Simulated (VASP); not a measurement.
# MgO (Fm-3m) in VASP: further runs

MgO is run at these levels: PBEsol; tasks: single point.

Everything below comes from runs of VASP 6.6.1. Logs are shortened: lines on timing, memory, paths and dates and some standing lists are left out, and cuts for length are marked.

### Step 1. The cell of the first run

It takes space group Fm-3m (No. 225, cubic). Conventional cell: a = 4.194 Å, b = 4.194 Å, c = 4.194 Å, α = 90.00°, β = 90.00°, γ = 90.00°. Mg (site symmetry m-3m) has 6 O at 2.10 Å within 2.8 Å. O (site symmetry m-3m) has 6 Mg at 2.10 Å within 2.8 Å.

### Step 2. Single point, PBEsol

The input, INCAR:

```
PREC = Accurate ; ENCUT = 520
EDIFF = 1E-6 ; ISMEAR = 0
SIGMA = 0.1 ; LREAL = F
LASPH = T ; NELM = 100
ALGO = Normal ; ISIF = 2
LWAVE = F ; LCHARG = F
GGA = PS ; NBANDS = 11
```

The input, KPOINTS:

```
Automatic mesh
0
Gamma
  8 8 8
```

The input, POSCAR:

```
MgO
1.0
    0.0000000000      2.0970013927      2.0970013927
    2.0970013927      0.0000000000      2.0970013927
    2.0970013927      2.0970013927      0.0000000000
Mg O
1 1
Direct
    0.0000000000      0.0000000000      0.0000000000
    0.5000000000      0.5000000000      0.5000000000
```

Potentials or basis: VASP PAW PBE potentials, release 64 (Mg, O).

Command:

```console
cat potpaw_PBE.64/Mg/POTCAR potpaw_PBE.64/O/POTCAR > POTCAR
mpirun -np 1 vasp_std > vasp.out
```

OUTCAR:

```text
PREC = Accurate
   ENCUT = 520
   EDIFF = 1E-6
   ISMEAR = 0
   LREAL = F
   LASPH = T
   NELM = 100
   ISIF = 2
   GGA = PS

 ion  position               nearest neighbor table
   1  0.000  0.000  0.000-   2 2.10   2 2.10   2 2.10   2 2.10   2 2.10   2 2.10
   2  0.500  0.500  0.500-   1 2.10   1 2.10   1 2.10   1 2.10   1 2.10   1 2.10

  LATTYP: Found a face centered cubic cell.
 ALAT       =     4.1940027854

  Lattice vectors:

 A1 = (   0.0000000000,   2.0970013927,   2.0970013927)
 A2 = (   2.0970013927,   0.0000000000,   2.0970013927)
 A3 = (   2.0970013927,   2.0970013927,   0.0000000000)

Analysis of symmetry for initial positions (statically):
=====================================================================
 Subroutine PRICEL returns:
 Original cell was already a primitive cell.

 Routine SETGRP: Setting up the symmetry group for a
 face centered cubic supercell.

 Subroutine GETGRP returns: Found 48 space group operations
 (whereof 48 operations were pure point group operations)
 out of a pool of 48 trial point group operations.

The static configuration has the point symmetry O_h .

Analysis of symmetry for dynamics (positions and initial velocities):
=====================================================================
 Subroutine PRICEL returns:
 Original cell was already a primitive cell.

 Routine SETGRP: Setting up the symmetry group for a
 face centered cubic supercell.

 Subroutine GETGRP returns: Found 48 space group operations
 (whereof 48 operations were pure point group operations)
 out of a pool of 48 trial point group operations.

The dynamic configuration has the point symmetry O_h .

 Subroutine INISYM returns: Found 48 space group operations
 (whereof 48 operations are pure point group operations),
 and found     1 'primitive' translations

----------------------------------------------------------------------------------------

                                     Primitive cell

  volume of cell :      18.4428

  direct lattice vectors                    reciprocal lattice vectors
     0.000000000  2.097001393  2.097001393    -0.238435702  0.238435702  0.238435702
     2.097001393  0.000000000  2.097001393     0.238435702 -0.238435702  0.238435702
     2.097001393  2.097001393  0.000000000     0.238435702  0.238435702 -0.238435702

  length of vectors
     2.965607810  2.965607810  2.965607810     0.412982751  0.412982751  0.412982751
[... 87 lines left out ...]
   ISIF   =      2    stress and relaxation
   ISYM   =      2    0-nonsym 1-usesym 2-fastsym
   POTIM  = 0.5000    time-step for ionic-motion
   TEBEG  =    0.0;   TEEND  =   0.0 temperature during run
   PSTRESS=    0.0 pullay stress
   NELECT =       8.0000    total number of electrons
   NUPDOWN=      -1.0000    fix difference up-down
   EMIN   =  10.00;   EMAX   =-10.00  energy-range for DOS
   EFERMI =   0.00;   METHOD = LEGACY
   ISMEAR =     0;   SIGMA  =   0.10  broadening in eV -4-tet -1-fermi 0-gaus
   EFERMI_NEDOS =   21; number of points for ismear=-14 and -15
   IALGO  =     38    algorithm
   IMIX   =      4    mixing-type and parameters
     AMIX     =   0.40;   BMIX     =  1.00
     AMIX_MAG =   1.60;   BMIX_MAG =  1.00
  volume/ion in A,a.u.               =       9.22        62.23
  Fermi-wavevector in a.u.,A,eV,Ry     =   1.239261  2.341864 20.895389  1.535768
  Thomas-Fermi vector in A             =   2.373752
   LORBIT       =      0    0 simple, 1 ext, 2 COOP (PROOUT), +10 PAW based schemes
   GGA     = PS    functional components
   LHFCALC =     F    Hartree Fock is set to
   AEXX    =    0.0000 exact exchange contribution
   IVDW    =     0    specifies the selected vdW correction
   LEPSILON=     F    determine dielectric tensor
   LRPA    =     F    only Hartree local field effects (RPA)
 non-spin polarized calculation
 Gauss-broadening in eV      SIGMA  =   0.10
  energy-cutoff  :      520.00
  volume of cell :       18.44
 maximum number of plane-waves:       531
 NGX is ok and might be reduce to    24
   NGX = 11   NGY = 11   NGZ = 11

 number of electron       8.0000004 magnetization

 Free energy of the ion-electron system (eV)
  ---------------------------------------------------
  ext. energy  EPLUGINS =         0.00000000
  ---------------------------------------------------
  free energy    TOTEN  =       -12.51098930 eV

  energy without entropy =      -12.51098930  energy(sigma->0) =      -12.51098930

 E-fermi :   3.7111     XC(G=0): -11.3729

 val. band max:        3.1648461132   @ k =   0.0000   0.0000   0.0000
 cond. band min:       7.9245177131   @ k =   0.0000   0.0000   0.0000
 fundamental gap:      4.7596715999
 Fermi energy:         3.7111329965

 k-point     1 :       0.0000    0.0000    0.0000
  band No.  band energies     occupation
      1     -14.1086      2.00000
      2       3.1648      2.00000
      3       3.1648      2.00000
      4       3.1648      2.00000
      5       7.9245      0.00000
      6      18.8679      0.00000
      7      18.8679      0.00000
      8      18.8679      0.00000
      9      22.7446      0.00000
     10      24.6435      0.00000
     11      24.6435      0.00000
[... 309 lines left out ...]
 k-point    24 :      -0.3750    0.2500    0.1250
  band No.  band energies     occupation
      1     -12.6025      2.00000
      2      -0.9444      2.00000
      3       1.1675      2.00000
      4       2.1460      2.00000
      5      12.7859      0.00000
      6      15.3658      0.00000
      7      16.6825      0.00000
      8      20.0927      0.00000
      9      23.6919      0.00000
     10      25.2635      0.00000
     11      29.3933      0.00000

 [... further k-points ...]

------------------------ aborting loop because EDIFF is reached ----------------------------------------

  FORCE on cell =-STRESS in cart. coord.  units (eV):
  Direction    XX          YY          ZZ          XY          YZ          ZX
  --------------------------------------------------------------------------------------
  -------------------------------------------------------------------------------------
  Total        0.2117144      0.2117144      0.2117144      0.0000000      0.0000000      0.0000000
  in kB       18.3922445     18.3922445     18.3922445      0.0000000      0.0000000      0.0000000
  external PRESSURE =      18.3922445 kB  Pullay stress =       0.0000000 kB

 VOLUME and BASIS-vectors are now :
 -----------------------------------------------------------------------------
  energy-cutoff  :      520.00
  volume of cell :       18.44
      direct lattice vectors                 reciprocal lattice vectors
     0.000000000  2.097001393  2.097001393    -0.238435702  0.238435702  0.238435702
     2.097001393  0.000000000  2.097001393     0.238435702 -0.238435702  0.238435702
     2.097001393  2.097001393  0.000000000     0.238435702  0.238435702 -0.238435702

 POSITION                                       TOTAL-FORCE (eV/Angst)
 -----------------------------------------------------------------------------------
      0.00000      0.00000      0.00000         0.000000      0.000000      0.000000
      2.09700      2.09700      2.09700        -0.000000     -0.000000      0.000000
 -----------------------------------------------------------------------------------
    total drift:                               -0.000000     -0.000000      0.000000

  FREE ENERGIE OF THE ION-ELECTRON SYSTEM (eV)
  ---------------------------------------------------
  free  energy   TOTEN  =       -12.5109892962 eV

  energy  without entropy=      -12.5109892962  energy(sigma->0) =      -12.51098930
```

stdout:

```text
POSCAR found type information on POSCAR MgO
 POSCAR found :  2 types and       2 ions
 scaLAPACK will be used
 -----------------------------------------------------------------------------
|                                                                             |
|                                                                             |
|     You enforced a specific xc type in the INCAR file but a different       |
|     I HOPE YOU KNOW WHAT YOU ARE DOING!                                     |
|                                                                             |
 -----------------------------------------------------------------------------

 LDA part: xc-table for (Slater+PW92), standard interpolation
 POSCAR, INCAR and KPOINTS ok, starting setup
 FFT: planning ... GRIDC
 FFT: planning ... GRID_SOFT
 FFT: planning ... GRID
 WAVECAR not read
 entering main loop
```

Run time: 5.7 s. Hardware: 1 thread of AMD EPYC 7R13 (Zen 3), shared host; peak memory 0.11 GiB.

Results:

| Property | Result |
| --- | --- |
| Free energy | -12.5110 eV |
| Pressure | 1.8 GPa |
| Band gap on the k mesh | 4.76 eV, direct |

Caveat: the PAW data sets were made with another functional, which shifts forces and pressure a little.

### Step 3. Single point, PBEsol

This run uses another cell than the first one, of 9.35 Å³/atom, 1.014 times its volume.

The input, INCAR:

```
SYSTEM = MgO
PREC = Accurate
ENCUT = 520
EDIFF = 1E-6
ISMEAR = 0
SIGMA = 0.02
LREAL = .FALSE.
LASPH = .TRUE.
NELM = 100
ALGO = Normal
ISIF = 2
LWAVE = .FALSE.
LCHARG = .FALSE.
GGA = PS
NBANDS = 11
```

The input, KPOINTS:

```
Automatic mesh
0
G
  10 10 10
  0 0 0
```

The input, POSCAR:

```
MgO
1.0
    0.0000000000      2.1070232013      2.1070232013
    2.1070232013      0.0000000000      2.1070232013
    2.1070232013      2.1070232013      0.0000000000
Mg O
1 1
Direct
    0.0000000000      0.0000000000      0.0000000000
    0.5000000000      0.5000000000      0.5000000000
```

Potentials or basis: VASP PAW PBE potentials, release 64 (Mg, O).

Command:

```console
cat potpaw_PBE.64/Mg/POTCAR potpaw_PBE.64/O/POTCAR > POTCAR
mpirun -np 1 vasp_std > vasp.out
```

Wall time 7.9 s (1 thread of AMD EPYC 7R13 (Zen 3), shared host); peak memory 0.11 GiB.

Results (log left out):

```
Free energy            : -12.5125 eV
Pressure               : -0.5 GPa
Band gap on the k mesh : 4.62 eV, direct
```

Levels at points of the mesh, in eV from the valence-band top:
| k point | band 2 | band 3 | band 4 | band 5 | band 6 | band 7 |
| --- | --- | --- | --- | --- | --- | --- |
| (0.00, 0.00, 0.00) | 0.00 | 0.00 | 0.00 | 4.62 | 15.62 | 15.62 |
| (0.50, 0.00, 0.00) | -4.67 | -0.66 | -0.66 | 7.74 | 12.49 | 16.16 |
| (0.50, 0.50, 0.00) | -4.14 | -1.36 | -1.36 | 8.92 | 9.86 | 12.96 |

Caveat: the PAW data sets were made with another functional, which shifts forces and pressure a little.
